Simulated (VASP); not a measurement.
# GaAs (F-43m) in VASP: further runs

Runs on GaAs. Level: PBEsol. Tasks: single point.

Program: VASP 6.6.1. These are calculated values, not measurements. Logs are shortened: lines on timing, memory, paths and dates and some standing lists are left out, and cuts for length are marked.

### Step 1. The cell of the first run

Symmetry: F-43m, No. 216, cubic system. The conventional cell has a = 5.658 Å, b = 5.658 Å, c = 5.658 Å, α = 90.00°, β = 90.00°, γ = 90.00°. Within 3.2 Å of Ga (site symmetry -43m) lie 4 As at 2.45 Å. Within 3.2 Å of As (site symmetry -43m) lie 4 Ga at 2.45 Å.

### Step 2. Single point, PBEsol

Input file INCAR:

```
PREC     = Accurate       # precision mode
ENCUT    = 520            # plane-wave cutoff, eV
EDIFF    = 1E-6           # SCF threshold, eV
ISMEAR   = 0              # smearing method
SIGMA    = 0.05           # smearing width, eV
LREAL    = False          # projectors in reciprocal space
LASPH    = True           # aspherical terms in the spheres
NELM     = 60             # most SCF steps
ALGO     = Normal         # electronic algorithm
ISIF     = 2              # what is computed and relaxed
LWAVE    = False          # write WAVECAR
LCHARG   = False          # write CHGCAR
GGA      = PS             # functional
NBANDS   = 16             # bands
```

Input file KPOINTS:

```
Automatic mesh
0
Gamma
  10 10 10
```

Input file POSCAR:

```
GaAs
1.0
    0.0000000000      2.8289295164      2.8289295164
    2.8289295164      0.0000000000      2.8289295164
    2.8289295164      2.8289295164      0.0000000000
Ga As
1 1
Direct
    0.0000000000      0.0000000000      0.0000000000
    0.2500000000      0.2500000000      0.2500000000
```

Potentials or basis: VASP PAW PBE potentials, release 64 (Ga_d, As).

The run is started by

```bash
cat potpaw_PBE.64/Ga_d/POTCAR potpaw_PBE.64/As/POTCAR > POTCAR
mpirun -np 1 vasp_std > vasp.out
```

OUTCAR:

```text
PREC = Accurate
   ENCUT = 520
   EDIFF = 1E-6
   ISMEAR = 0
   LREAL = False
   LASPH = True
   NELM = 60
   ISIF = 2
   GGA = PS

 ion  position               nearest neighbor table
   1  0.000  0.000  0.000-   2 2.45   2 2.45   2 2.45   2 2.45
   2  0.250  0.250  0.250-   1 2.45   1 2.45   1 2.45   1 2.45

  LATTYP: Found a face centered cubic cell.
 ALAT       =     5.6578590328

  Lattice vectors:

 A1 = (   0.0000000000,   2.8289295164,   2.8289295164)
 A2 = (   2.8289295164,   0.0000000000,   2.8289295164)
 A3 = (   2.8289295164,   2.8289295164,   0.0000000000)

Analysis of symmetry for initial positions (statically):
=====================================================================
 Subroutine PRICEL returns:
 Original cell was already a primitive cell.

 Routine SETGRP: Setting up the symmetry group for a
 face centered cubic supercell.

 Subroutine GETGRP returns: Found 24 space group operations
 (whereof 24 operations were pure point group operations)
 out of a pool of 48 trial point group operations.

The static configuration has the point symmetry T_d .

Analysis of symmetry for dynamics (positions and initial velocities):
=====================================================================
 Subroutine PRICEL returns:
 Original cell was already a primitive cell.

 Routine SETGRP: Setting up the symmetry group for a
 face centered cubic supercell.

 Subroutine GETGRP returns: Found 24 space group operations
 (whereof 24 operations were pure point group operations)
 out of a pool of 48 trial point group operations.

The dynamic configuration has the point symmetry T_d .

 Subroutine INISYM returns: Found 24 space group operations
 (whereof 24 operations are pure point group operations),
 and found     1 'primitive' translations

----------------------------------------------------------------------------------------

                                     Primitive cell

  volume of cell :      45.2790

  direct lattice vectors                    reciprocal lattice vectors
     0.000000000  2.828929516  2.828929516    -0.176745301  0.176745301  0.176745301
     2.828929516  0.000000000  2.828929516     0.176745301 -0.176745301  0.176745301
     2.828929516  2.828929516  0.000000000     0.176745301  0.176745301 -0.176745301

  length of vectors
     4.000710489  4.000710489  4.000710489     0.306131842  0.306131842  0.306131842

  position of ions in fractional coordinates (direct lattice)
     0.000000000  0.000000000  0.000000000
     0.250000000  0.250000000  0.250000000

  ion indices of the primitive-cell ions
   primitive index   ion index
                 1           1
                 2           2

----------------------------------------------------------------------------------------

 KPOINTS: Automatic mesh

Automatic generation of k-mesh.
 Grid dimensions read from file:
 generate k-points for:   10   10   10

 Generating k-lattice:

  Cartesian coordinates                     Fractional coordinates (reciprocal lattice)
    -0.017674530  0.017674530  0.017674530     0.100000000  0.000000000  0.000000000
     0.017674530 -0.017674530  0.017674530     0.000000000  0.100000000  0.000000000
     0.017674530  0.017674530 -0.017674530     0.000000000  0.000000000  0.100000000

  Length of vectors
     0.030613184  0.030613184  0.030613184

  Shift w.r.t. Gamma in fractional coordinates (k-lattice)
     0.000000000  0.000000000  0.000000000

 Subroutine IBZKPT returns following result:
 ===========================================

 Found     47 irreducible k-points:

 Following reciprocal coordinates:
            Coordinates               Weight
  0.000000  0.000000  0.000000      1.000000
  0.100000  0.000000  0.000000      8.000000
  0.200000  0.000000  0.000000      8.000000
  0.300000  0.000000  0.000000      8.000000
  0.400000  0.000000  0.000000      8.000000
  0.500000  0.000000  0.000000      4.000000
[... 16 lines left out ...]
  0.300000  0.300000  0.000000      6.000000
  0.400000  0.300000  0.000000     24.000000
 [... further k-points ...]
   k-points           NKPTS =     47   k-points in BZ     NKDIM =     47   number of bands    NBANDS=     16
   number of dos      NEDOS =    301   number of ions     NIONS =      2
   total plane-waves  NPLWV =  27000
   dimension x,y,z NGX =    30 NGY =   30 NGZ =   30
   dimension x,y,z NGXF=    60 NGYF=   60 NGZF=   60
   ions per type =               1   1
   NGX,Y,Z   is equivalent  to a cutoff of  12.47, 12.47, 12.47 a.u.
   NGXF,Y,Z  is equivalent  to a cutoff of  24.93, 24.93, 24.93 a.u.
 SYSTEM =  unknown system
   PREC   = accura    normal or accurate (medium, high low for compatibility)
   ISTART =      0    job   : 0-new  1-cont  2-samecut
   ICHARG =      2    charge: 1-file 2-atom 10-const
   ISPIN  =      1    spin polarized calculation?
   LNONCOLLINEAR =      F non collinear calculations
   LSORBIT =      F    spin-orbit coupling
   LASPH  =      T    aspherical Exc in radial PAW
   ENCUT  =  520.0 eV  38.22 Ry    6.18 a.u.   7.44  7.44  7.44*2*pi/ulx,y,z
   NELM   =     60;   NELMIN=  2; NELMDL= -5     # of ELM steps
   EDIFF  = 0.1E-05   stopping-criterion for ELM
   LREAL  =      F    real-space projection
   EDIFFG = 0.1E-04   stopping-criterion for IOM
   NSW    =      0    number of steps for IOM
   IBRION =     -1    ionic relax: 0-MD 1-quasi-New 2-CG
   NFREE  =      0    steps in history (QN), initial steepest desc. (CG)
   ISIF   =      2    stress and relaxation
   ISYM   =      2    0-nonsym 1-usesym 2-fastsym
   POTIM  = 0.5000    time-step for ionic-motion
   TEBEG  =    0.0;   TEEND  =   0.0 temperature during run
   PSTRESS=    0.0 pullay stress
   NELECT =      18.0000    total number of electrons
   NUPDOWN=      -1.0000    fix difference up-down
   EMIN   =  10.00;   EMAX   =-10.00  energy-range for DOS
   EFERMI =   0.00;   METHOD = LEGACY
   ISMEAR =     0;   SIGMA  =   0.05  broadening in eV -4-tet -1-fermi 0-gaus
   EFERMI_NEDOS =   21; number of points for ismear=-14 and -15
   IALGO  =     38    algorithm
   IMIX   =      4    mixing-type and parameters
     AMIX     =   0.40;   BMIX     =  1.00
     AMIX_MAG =   1.60;   BMIX_MAG =  1.00
  volume/ion in A,a.u.               =      22.64       152.78
  Fermi-wavevector in a.u.,A,eV,Ry     =   1.203742  2.274743 19.714783  1.448996
  Thomas-Fermi vector in A             =   2.339487
   LORBIT       =      0    0 simple, 1 ext, 2 COOP (PROOUT), +10 PAW based schemes
   GGA     = PS    functional components
   LHFCALC =     F    Hartree Fock is set to
   AEXX    =    0.0000 exact exchange contribution
   IVDW    =     0    specifies the selected vdW correction
   LEPSILON=     F    determine dielectric tensor
   LRPA    =     F    only Hartree local field effects (RPA)
 non-spin polarized calculation
 Gauss-broadening in eV      SIGMA  =   0.05
  energy-cutoff  :      520.00
  volume of cell :       45.28
 maximum number of plane-waves:      1243
 NGX is ok and might be reduce to    30
   NGX = 15   NGY = 15   NGZ = 15

 number of electron      17.9999993 magnetization

 Free energy of the ion-electron system (eV)
  ---------------------------------------------------
  ext. energy  EPLUGINS =         0.00000000
  ---------------------------------------------------
  free energy    TOTEN  =        -9.09149647 eV

  energy without entropy =       -9.09149647  energy(sigma->0) =       -9.09149647

 E-fermi :   3.9860     XC(G=0):  -9.7632

 val. band max:        3.7831937494   @ k =   0.0000   0.0000   0.0000
 cond. band min:       4.2227725046   @ k =   0.0000   0.0000   0.0000
 fundamental gap:      0.4395787552
 Fermi energy:         3.9859621571

 k-point     1 :       0.0000    0.0000    0.0000
  band No.  band energies     occupation
      1     -10.9868      2.00000
      2     -10.9868      2.00000
      3     -10.9868      2.00000
      4     -10.9072      2.00000
      5     -10.9072      2.00000
      6      -8.9532      2.00000
[... 8 lines left out ...]
     15      13.8872      0.00000
     16      13.8872      0.00000

 k-point     2 :       0.1000    0.0000    0.0000
  band No.  band energies     occupation
      1     -10.9959      2.00000
      2     -10.9844      2.00000
      3     -10.9844      2.00000
      4     -10.9074      2.00000
      5     -10.9074      2.00000
      6      -8.8354      2.00000
[... 8 lines left out ...]
     15      13.1833      0.00000
     16      13.1833      0.00000

 k-point     3 :       0.2000    0.0000    0.0000
  band No.  band energies     occupation
      1     -11.0179      2.00000
      2     -10.9787      2.00000
      3     -10.9787      2.00000
      4     -10.9073      2.00000
      5     -10.9073      2.00000
      6      -8.4968      2.00000
[... 8 lines left out ...]
     15      12.6809      0.00000
     16      12.6809      0.00000

 k-point     4 :       0.3000    0.0000    0.0000
  band No.  band energies     occupation
      1     -11.0426      2.00000
      2     -10.9726      2.00000
      3     -10.9726      2.00000
      4     -10.9063      2.00000
      5     -10.9063      2.00000
      6      -7.9897      2.00000
[... 8 lines left out ...]
     15      13.0570      0.00000
     16      13.0570      0.00000
[... 324 lines left out ...]
 k-point    22 :      -0.2000    0.2000    0.0000
  band No.  band energies     occupation
      1     -11.0494      2.00000
      2     -10.9691      2.00000
      3     -10.9674      2.00000
      4     -10.9103      2.00000
      5     -10.9053      2.00000
      6      -7.8153      2.00000
[... 8 lines left out ...]
     15      14.2714      0.00000
     16      15.0171      0.00000

 k-point    23 :       0.3000    0.3000    0.0000
  band No.  band energies     occupation
      1     -11.0672      2.00000
      2     -10.9550      2.00000
      3     -10.9550      2.00000
      4     -10.9232      2.00000
      5     -10.8988      2.00000
      6      -7.6542      2.00000
[... 8 lines left out ...]
     15      15.3238      0.00000
     16      16.0903      0.00000

 k-point    24 :       0.4000    0.3000    0.0000
  band No.  band energies     occupation
      1     -11.0795      2.00000
      2     -10.9506      2.00000
      3     -10.9491      2.00000
      4     -10.9252      2.00000
      5     -10.8976      2.00000
      6      -7.2134      2.00000
[... 8 lines left out ...]
     15      16.0231      0.00000
     16      16.4922      0.00000

 [... further k-points ...]
[... 5 lines left out ...]
  --------------------------------------------------------------------------------------
  -------------------------------------------------------------------------------------
  Total        0.0569223      0.0569223      0.0569223      0.0000000     -0.0000000      0.0000000
  in kB        2.0141709      2.0141709      2.0141709      0.0000000     -0.0000000      0.0000000
  external PRESSURE =       2.0141709 kB  Pullay stress =       0.0000000 kB

 VOLUME and BASIS-vectors are now :
 -----------------------------------------------------------------------------
  energy-cutoff  :      520.00
  volume of cell :       45.28
      direct lattice vectors                 reciprocal lattice vectors
     0.000000000  2.828929516  2.828929516    -0.176745301  0.176745301  0.176745301
     2.828929516  0.000000000  2.828929516     0.176745301 -0.176745301  0.176745301
     2.828929516  2.828929516  0.000000000     0.176745301  0.176745301 -0.176745301

 POSITION                                       TOTAL-FORCE (eV/Angst)
 -----------------------------------------------------------------------------------
      0.00000      0.00000      0.00000         0.000000      0.000000      0.000000
      1.41446      1.41446      1.41446        -0.000000     -0.000000     -0.000000
 -----------------------------------------------------------------------------------
    total drift:                                0.000000      0.000000      0.000000

  FREE ENERGIE OF THE ION-ELECTRON SYSTEM (eV)
  ---------------------------------------------------
  free  energy   TOTEN  =        -9.0914964657 eV

  energy  without entropy=       -9.0914964657  energy(sigma->0) =       -9.09149647
```

Wall time 28 s (1 thread of Intel Xeon 8259CL, shared host); peak memory 0.19 GiB.

Results:

- Free energy: -9.0915 eV
- Pressure: 0.2 GPa
- Band gap on the k mesh: 0.44 eV

Caveat: the PAW data sets were made with another functional, which shifts forces and pressure a little. A k mesh can miss the band edges.

### Step 3. Single point, PBEsol

Input file INCAR:

```
SYSTEM = GaAs
  ALGO = Normal
  EDIFF = 1E-6
  ENCUT = 520
  GGA = PS
  ISIF = 2
  ISMEAR = 0
  LASPH = .True.
  LCHARG = .False.
  LREAL = .False.
  LWAVE = .False.
  NBANDS = 16
  NELM = 60
  PREC = Accurate
  SIGMA = 0.02
```

Input file KPOINTS:

```
k-points
0
Gamma
  10 10 10
  0 0 0
```

POSCAR is that of step 2.

Potentials or basis: VASP PAW PBE potentials, release 64 (Ga_d, As).

The run is started by

```bash
cat potpaw_PBE.64/Ga_d/POTCAR potpaw_PBE.64/As/POTCAR > POTCAR
mpirun -np 1 vasp_std > vasp.out
```

Wall time 30 s (1 thread of Intel Xeon 8259CL, shared host); peak memory 0.19 GiB.

The run converged. Its results:

```yaml
Free_energy: -9.0915 eV
Pressure: 0.2 GPa
Band_gap_on_the_k_mesh: 0.44 eV
```

Levels at points of the mesh, in eV from the valence-band top:
```
           k point  band 5  band 6  band 7  band 8  band 9  band 10  band 11  band 12  band 13  band 14
(0.00, 0.00, 0.00)  -14.69  -12.74    0.00    0.00    0.00     0.44     3.69     3.69     3.69     7.38
(0.50, 0.00, 0.00)  -14.69  -10.96   -6.67   -1.15   -1.15     0.92     4.58     4.58     7.58    10.26
(0.50, 0.50, 0.00)  -14.68  -10.22   -6.84   -2.69   -2.69     1.35     1.57    10.11    10.11    10.85
```

Caveat: the PAW data sets were made with another functional, which shifts forces and pressure a little.
